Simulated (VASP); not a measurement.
## Cs: relaxation of cell and atoms with LDA

Crystal: Cs.

```
Cs
1.0
     0.00000    4.93170    4.93170
     4.93170    0.00000    4.93170
     4.93170    4.93170    0.00000
Cs
2
Direct
  0.87500 0.87500 0.87500
  0.12500 0.12500 0.12500
```

```
Program                : VASP 6.6.1
Task                   : relaxation of cell and atoms
Functional             : LDA
Potentials or basis    : VASP PAW LDA potentials, release 64 (Cs_sv)
Cutoff                 : 600 eV
k mesh                 : 7 × 7 × 7
Occupations            : fermi-dirac, width 0.08 eV
Spin                   : no spin polarisation
Dipole correction      : no
Further INCAR settings : ALGO = Normal; EDIFF = 1e-06; IBRION = 2; EDIFFG = -0.005; NSW = 60; ISIF = 3
```

- Relaxed volume: 154.59 Å³/atom
- Relaxed cell: a = 7.590 Å, b = 7.590 Å, c = 7.590 Å, α = 60.00°, β = 60.00°, γ = 60.00°
- Space group after relaxing (to 0.05 Å): Fd-3m (No. 227)
- Energy gained by relaxing: 27.8 meV/atom
- Ionic steps: 6
- Pressure after relaxing: 0.0 GPa

Step by step:
```csv
step,energy change (eV),largest force (eV/Å),pressure (GPa),volume (Å³)
1,0.0000,0.0000,0.27,239.89
2,-0.0111,0.0000,0.23,246.93
3,-0.0374,0.0000,0.14,268.85
4,-0.0554,0.0000,-0.03,316.52
5,-0.0556,0.0000,0.01,307.71
6,-0.0557,0.0000,0.00,309.18
```

Final structure:
```cif
data_structure
_symmetry_space_group_name_H-M 'P 1'
_symmetry_Int_Tables_number 1
_cell_length_a 7.5900
_cell_length_b 7.5900
_cell_length_c 7.5900
_cell_angle_alpha 60.000
_cell_angle_beta 60.000
_cell_angle_gamma 60.000
_cell_volume 309.18
loop_
_atom_site_label
_atom_site_type_symbol
_atom_site_fract_x
_atom_site_fract_y
_atom_site_fract_z
_atom_site_occupancy
Cs1 Cs 0.87500 0.87500 0.87500 1
Cs2 Cs 0.12500 0.12500 0.12500 1
```

Levels at points of the mesh, in eV from the Fermi level:
| k point | band 7 | band 8 | band 9 | band 10 | band 11 | band 12 |
| --- | --- | --- | --- | --- | --- | --- |
| (0.00, 0.00, 0.00) | -10.99 | -10.99 | -1.48 | 1.24 | 1.24 | 1.36 |

Run time: 3.8 min on 1 thread of Intel(R) Xeon(R) Platinum 8259CL CPU @ 2.50GHz (Skylake/Cascade Lake), on a shared host, peak memory 0.35 GiB.

Caveat: the volume moved by over 15 % at a fixed basis, so the end points are rough; spin-orbit coupling is left out, which moves the levels of the heavy elements.
